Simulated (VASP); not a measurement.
# Na (Pnma) in VASP: single point with PBE

Aim: the single point of Na with PBE.

Program: VASP 6.6.1. These are calculated values, not measurements. Logs are shortened: lines on timing, memory, paths and dates and some standing lists are left out, and cuts for length are marked.

### 1 The cell of the first run

Symmetry: Pnma, No. 62, orthorhombic system. Conventional cell: a = 9.271 Å, b = 3.660 Å, c = 9.057 Å, α = 90.00°, β = 90.00°, γ = 90.00°. Na (site symmetry m) has 10 Na at 3.51 to 3.84 Å within 4.6 Å. Within 4.6 Å of Na (site symmetry m) lie 10 Na at 3.51 to 3.74 Å.

### 2 Single point, PBE

File INCAR:

```
SYSTEM = Na
PREC = Accurate
ENCUT = 520
EDIFF = 1E-6
ISMEAR = 0
SIGMA = 0.1
LREAL = .FALSE.
LASPH = .TRUE.
NELM = 100
ALGO = Normal
ISIF = 2
LWAVE = .FALSE.
LCHARG = .TRUE.
GGA = PE
LELF = .TRUE.
LVHAR = .TRUE.
NBANDS = 38
```

File KPOINTS:

```
regular mesh
0
G
  6 8 6
  0 0 0
```

File POSCAR:

```
Na
1.0
    9.2713697342      0.0000000000      0.0000000000
    0.0000000000      3.6595702285      0.0000000000
    0.0000000000      0.0000000000      9.0566512092
Na
8
Direct
    0.1807684538      0.2500000000      0.5243353369
    0.6807684538      0.2500000000      0.9756646631
    0.8192315462      0.7500000000      0.4756646631
    0.3192315462      0.7500000000      0.0243353369
    0.0071026094      0.2500000000      0.1799644615
    0.5071026094      0.2500000000      0.3200355385
    0.9928973906      0.7500000000      0.8200355385
    0.4928973906      0.7500000000      0.6799644615
```

Potentials or basis: VASP PAW PBE potentials, release 64 (Na_pv).

The run is started by

```bash
$ cat potpaw_PBE.64/Na_pv/POTCAR > POTCAR
$ mpirun -np 1 vasp_std > vasp.out
```

OUTCAR:

```text
SYSTEM = Na
   PREC = Accurate
   ENCUT = 520
   EDIFF = 1E-6
   ISMEAR = 0
   LREAL = .FALSE.
   LASPH = .TRUE.
   NELM = 100
   ISIF = 2
   GGA = PE

 ion  position               nearest neighbor table
   1  0.181  0.250  0.524-
   2  0.681  0.250  0.976-
   3  0.819  0.750  0.476-
   4  0.319  0.750  0.024-
   5  0.007  0.250  0.180-
   6  0.507  0.250  0.320-
   7  0.993  0.750  0.820-
   8  0.493  0.750  0.680-

  LATTYP: Found a simple orthorhombic cell.
 ALAT       =     3.6595702285
 B/A-ratio  =     2.4747854649
 C/A-ratio  =     2.5334586182

  Lattice vectors:

 A1 = (   0.0000000000,   3.6595702285,   0.0000000000)
 A2 = (   0.0000000000,   0.0000000000,   9.0566512092)
 A3 = (   9.2713697342,   0.0000000000,   0.0000000000)

Analysis of symmetry for initial positions (statically):
=====================================================================
 Subroutine PRICEL returns:
 Original cell was already a primitive cell.

 Routine SETGRP: Setting up the symmetry group for a
 simple orthorhombic supercell.

 Subroutine GETGRP returns: Found  8 space group operations
 (whereof  2 operations were pure point group operations)
 out of a pool of  8 trial point group operations.

The static configuration has the point symmetry S_2 .
 The point group associated with its full space group is D_2h.

Analysis of symmetry for dynamics (positions and initial velocities):
=====================================================================
 Subroutine PRICEL returns:
 Original cell was already a primitive cell.

 Routine SETGRP: Setting up the symmetry group for a
 simple orthorhombic supercell.

 Subroutine GETGRP returns: Found  8 space group operations
 (whereof  2 operations were pure point group operations)
 out of a pool of  8 trial point group operations.

The dynamic configuration has the point symmetry S_2 .
 The point group associated with its full space group is D_2h.

 Subroutine INISYM returns: Found  8 space group operations
 (whereof  2 operations are pure point group operations),
 and found     1 'primitive' translations

----------------------------------------------------------------------------------------

                                     Primitive cell

  volume of cell :     307.2852

  direct lattice vectors                    reciprocal lattice vectors
     9.271369734  0.000000000  0.000000000     0.107858928  0.000000000  0.000000000
     0.000000000  3.659570228  0.000000000     0.000000000  0.273256131  0.000000000
     0.000000000  0.000000000  9.056651209     0.000000000  0.000000000  0.110416088

  length of vectors
     9.271369734  3.659570228  9.056651209     0.107858928  0.273256131  0.110416088

  position of ions in fractional coordinates (direct lattice)
     0.180768454  0.250000000  0.524335337
     0.680768454  0.250000000  0.975664663
     0.819231546  0.750000000  0.475664663
     0.319231546  0.750000000  0.024335337
     0.007102609  0.250000000  0.179964461
     0.507102609  0.250000000  0.320035539
     0.992897391  0.750000000  0.820035539
     0.492897391  0.750000000  0.679964461

  ion indices of the primitive-cell ions
   primitive index   ion index
                 1           1
                 2           2
                 3           3
                 4           4
                 5           5
                 6           6
                 7           7
                 8           8

----------------------------------------------------------------------------------------

 KPOINTS: regular mesh

Automatic generation of k-mesh.
 Grid dimensions read from file:
 generate k-points for:    6    8    6

 Generating k-lattice:

  Cartesian coordinates                     Fractional coordinates (reciprocal lattice)
     0.017976488  0.000000000  0.000000000     0.166666667  0.000000000  0.000000000
     0.000000000  0.034157016  0.000000000     0.000000000  0.125000000  0.000000000
     0.000000000  0.000000000  0.018402681     0.000000000  0.000000000  0.166666667

  Length of vectors
     0.017976488  0.034157016  0.018402681

  Shift w.r.t. Gamma in fractional coordinates (k-lattice)
     0.000000000  0.000000000  0.000000000

 Subroutine IBZKPT returns following result:
 ===========================================

 Found     80 irreducible k-points:

 Following reciprocal coordinates:
            Coordinates               Weight
  0.000000  0.000000  0.000000      1.000000
  0.166667  0.000000  0.000000      2.000000
  0.333333  0.000000  0.000000      2.000000
  0.500000  0.000000  0.000000      1.000000
  0.000000  0.125000  0.000000      2.000000
  0.166667  0.125000  0.000000      4.000000
[... 16 lines left out ...]
  0.333333  0.000000  0.166667      4.000000
  0.500000  0.000000  0.166667      2.000000
 [... further k-points ...]
   k-points           NKPTS =     80   k-points in BZ     NKDIM =     80   number of bands    NBANDS=     38
   number of dos      NEDOS =    301   number of ions     NIONS =      8
   total plane-waves  NPLWV = 137200
   dimension x,y,z NGX =    70 NGY =   28 NGZ =   70
   dimension x,y,z NGXF=   140 NGYF=   56 NGZF=  140
   ions per type =               8
   NGX,Y,Z   is equivalent  to a cutoff of  12.55, 12.72, 12.85 a.u.
   NGXF,Y,Z  is equivalent  to a cutoff of  25.10, 25.44, 25.70 a.u.
 SYSTEM =  Na
   PREC   = accura    normal or accurate (medium, high low for compatibility)
   ISTART =      0    job   : 0-new  1-cont  2-samecut
   ICHARG =      2    charge: 1-file 2-atom 10-const
   ISPIN  =      1    spin polarized calculation?
   LNONCOLLINEAR =      F non collinear calculations
   LSORBIT =      F    spin-orbit coupling
   LASPH  =      T    aspherical Exc in radial PAW
   ENCUT  =  520.0 eV  38.22 Ry    6.18 a.u.  17.24  6.80 16.84*2*pi/ulx,y,z
   NELM   =    100;   NELMIN=  2; NELMDL= -5     # of ELM steps
   EDIFF  = 0.1E-05   stopping-criterion for ELM
   LREAL  =      F    real-space projection
   EDIFFG = 0.1E-04   stopping-criterion for IOM
   NSW    =      0    number of steps for IOM
   IBRION =     -1    ionic relax: 0-MD 1-quasi-New 2-CG
   NFREE  =      0    steps in history (QN), initial steepest desc. (CG)
   ISIF   =      2    stress and relaxation
   ISYM   =      2    0-nonsym 1-usesym 2-fastsym
   POTIM  = 0.5000    time-step for ionic-motion
   TEBEG  =    0.0;   TEEND  =   0.0 temperature during run
   PSTRESS=    0.0 pullay stress
   NELECT =      56.0000    total number of electrons
   NUPDOWN=      -1.0000    fix difference up-down
   EMIN   =  10.00;   EMAX   =-10.00  energy-range for DOS
   EFERMI =   0.00;   METHOD = LEGACY
   ISMEAR =     0;   SIGMA  =   0.10  broadening in eV -4-tet -1-fermi 0-gaus
   EFERMI_NEDOS =   21; number of points for ismear=-14 and -15
   IALGO  =     38    algorithm
   IMIX   =      4    mixing-type and parameters
     AMIX     =   0.40;   BMIX     =  1.00
     AMIX_MAG =   1.60;   BMIX_MAG =  1.00
  volume/ion in A,a.u.               =      38.41       259.21
  Fermi-wavevector in a.u.,A,eV,Ry     =   0.928162  1.753971 11.721203  0.861484
  Thomas-Fermi vector in A             =   2.054309
   LORBIT       =      0    0 simple, 1 ext, 2 COOP (PROOUT), +10 PAW based schemes
   GGA     = PE    functional components
   LHFCALC =     F    Hartree Fock is set to
   AEXX    =    0.0000 exact exchange contribution
   IVDW    =     0    specifies the selected vdW correction
   LEPSILON=     F    determine dielectric tensor
   LRPA    =     F    only Hartree local field effects (RPA)
 non-spin polarized calculation
 Gauss-broadening in eV      SIGMA  =   0.10
  energy-cutoff  :      520.00
  volume of cell :      307.29
 maximum number of plane-waves:      8308
 NGX is ok and might be reduce to    70
   NGX = 35   NGY = 13   NGZ = 33

 number of electron      56.0000026 magnetization

 Free energy of the ion-electron system (eV)
  ---------------------------------------------------
  ext. energy  EPLUGINS =         0.00000000
  ---------------------------------------------------
  free energy    TOTEN  =       -10.17729682 eV

  energy without entropy =      -10.15487542  energy(sigma->0) =      -10.16608612

 E-fermi :   0.2458     XC(G=0):  -6.3994

 val. band max:        0.2369585107   @ k =   0.3333   0.5000   0.3333
 cond. band min:       0.2535425559   @ k =   0.3333   0.2500   0.0000
 fundamental gap:      0.0165840452
 Fermi energy:         0.2457570664

 k-point     1 :       0.0000    0.0000    0.0000
  band No.  band energies     occupation
      1     -24.7653      2.00000
      2     -24.7633      2.00000
      3     -24.7599      2.00000
      4     -24.7574      2.00000
      5     -24.7559      2.00000
      6     -24.7520      2.00000
[... 30 lines left out ...]
     37       4.5775      0.00000
     38       5.2019      0.00000

 k-point     2 :       0.1667    0.0000    0.0000
  band No.  band energies     occupation
      1     -24.7652      2.00000
      2     -24.7633      2.00000
      3     -24.7593      2.00000
      4     -24.7579      2.00000
      5     -24.7559      2.00000
      6     -24.7555      2.00000
[... 30 lines left out ...]
     37       4.4571      0.00000
     38       4.5507      0.00000

 k-point     3 :       0.3333    0.0000    0.0000
  band No.  band energies     occupation
      1     -24.7647      2.00000
      2     -24.7632      2.00000
      3     -24.7597      2.00000
      4     -24.7594      2.00000
      5     -24.7570      2.00000
      6     -24.7543      2.00000
[... 30 lines left out ...]
     37       4.3577      0.00000
     38       4.5393      0.00000

 k-point     4 :       0.5000    0.0000    0.0000
  band No.  band energies     occupation
      1     -24.7637      2.00000
      2     -24.7637      2.00000
      3     -24.7606      2.00000
      4     -24.7606      2.00000
      5     -24.7550      2.00000
      6     -24.7550      2.00000
[... 30 lines left out ...]
     37       4.5788      0.00000
     38       4.5788      0.00000
[... 703 lines left out ...]
      4     -24.7586      2.00000
      5     -24.7572      2.00000
      6     -24.7543      2.00000
[... 30 lines left out ...]
     37       4.1954      0.00000
     38       5.0545      0.00000

 k-point    23 :       0.3333    0.0000    0.1667
  band No.  band energies     occupation
      1     -24.7655      2.00000
      2     -24.7626      2.00000
      3     -24.7606      2.00000
      4     -24.7600      2.00000
      5     -24.7577      2.00000
      6     -24.7529      2.00000
[... 30 lines left out ...]
     37       3.7487      0.00000
     38       4.3774      0.00000

 k-point    24 :       0.5000    0.0000    0.1667
  band No.  band energies     occupation
      1     -24.7643      2.00000
      2     -24.7643      2.00000
      3     -24.7609      2.00000
      4     -24.7609      2.00000
      5     -24.7551      2.00000
      6     -24.7551      2.00000
[... 30 lines left out ...]
     37       3.7366      0.00000
     38       3.7366      0.00000

 [... further k-points ...]

------------------------ aborting loop because EDIFF is reached ----------------------------------------

  FORCE on cell =-STRESS in cart. coord.  units (eV):
  Direction    XX          YY          ZZ          XY          YZ          ZX
  --------------------------------------------------------------------------------------
  -------------------------------------------------------------------------------------
  Total       -0.0112914     -0.0067495      0.0000477      0.0000000      0.0000000      0.0000000
  in kB       -0.0588732     -0.0351917      0.0002488      0.0000000      0.0000000      0.0000000
  external PRESSURE =      -0.0312720 kB  Pullay stress =       0.0000000 kB

 VOLUME and BASIS-vectors are now :
 -----------------------------------------------------------------------------
  energy-cutoff  :      520.00
  volume of cell :      307.29
      direct lattice vectors                 reciprocal lattice vectors
     9.271369734  0.000000000  0.000000000     0.107858928  0.000000000  0.000000000
     0.000000000  3.659570228  0.000000000     0.000000000  0.273256131  0.000000000
     0.000000000  0.000000000  9.056651209     0.000000000  0.000000000  0.110416088

 POSITION                                       TOTAL-FORCE (eV/Angst)
 -----------------------------------------------------------------------------------
      1.67597      0.91489      4.74872         0.000608     -0.000000     -0.000865
      6.31166      0.91489      8.83625         0.000608     -0.000000      0.000865
      7.59540      2.74468      4.30793        -0.000608     -0.000000      0.000865
      2.95971      2.74468      0.22040        -0.000608     -0.000000     -0.000865
      0.06585      0.91489      1.62988        -0.000430      0.000000     -0.001553
      4.70154      0.91489      2.89845        -0.000430     -0.000000      0.001553
      9.20552      2.74468      7.42678         0.000430     -0.000000      0.001553
      4.56983      2.74468      6.15820         0.000430      0.000000     -0.001553
 -----------------------------------------------------------------------------------
    total drift:                                0.000000      0.000000      0.000000

  FREE ENERGIE OF THE ION-ELECTRON SYSTEM (eV)
  ---------------------------------------------------
  free  energy   TOTEN  =       -10.1772968207 eV

  energy  without entropy=      -10.1548754157  energy(sigma->0) =      -10.16608612
```

It took 6.6 min on 1 thread of Intel Xeon 6975P-C (Granite Rapids), shared host; peak memory 0.75 GiB.

What came out:

- Free energy: -10.1773 eV
- Pressure: 0.0 GPa
- Band gap on the k mesh: zero (band 28 reaches 1.37 eV, above the bottom of band 29 at -1.02 eV)
